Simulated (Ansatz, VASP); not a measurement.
## Two plane-wave programs on NiMoIrPdW

```
Ni Mo Pd Ir W
1.0
     4.14670    0.00000    0.00000
    -2.07335    3.59115    0.00000
     0.00000    0.00000    5.41629
Ni Mo Pd Ir W
1 1 1 1 1
Direct
  0.00000 0.00000 0.02221
  0.66667 0.33333 0.45996
  0.33333 0.66667 0.74601
  0.33333 0.66667 0.25641
  0.66667 0.33333 0.99985
```

Alike in both runs: task electric field gradients; functional PBE; k mesh 7 × 7 × 5; occupations fermi-dirac, width 0.05 eV; collinear spin.

|  | VASP | Ansatz |
| --- | --- | --- |
| version | VASP 6.6.1 | Ansatz 0.2.0 |
| potentials or method | VASP PAW PBE potentials, release 64 (Ni, Mo_sv, Pd, Ir, W_sv) | Ansatz PAW |
| plane-wave cutoff (eV) | 520 | 420 |
| valence electrons in the cell | 57 | 81 |

```csv
,VASP,Ansatz,Ansatz less VASP
gap on the k mesh at the Fermi level (eV),none,none,-
pressure (GPa),0.2,0.0,-0.24
"traceless stress, the component that is largest in VASP (GPa)",-0.06,-0.04,+0.022
rms of the force components (eV/Å),0.071,0.059,-0.0118
net moment per atom (μB),0.00,0.00,0.000
size of Vzz on the site where it differs most (V/Å²),29.6,9.1,-20.55
```

Atom by atom the forces differ by 0.014 eV/Å (rms over components). A gap of «none» marks a metal or a gap that the smearing closes. VASP's potentials hold 57 valence electrons a cell and Ansatz's 81, so a difference there can come from the potentials and not from the codes.

Neither program's run includes spin-orbit coupling.
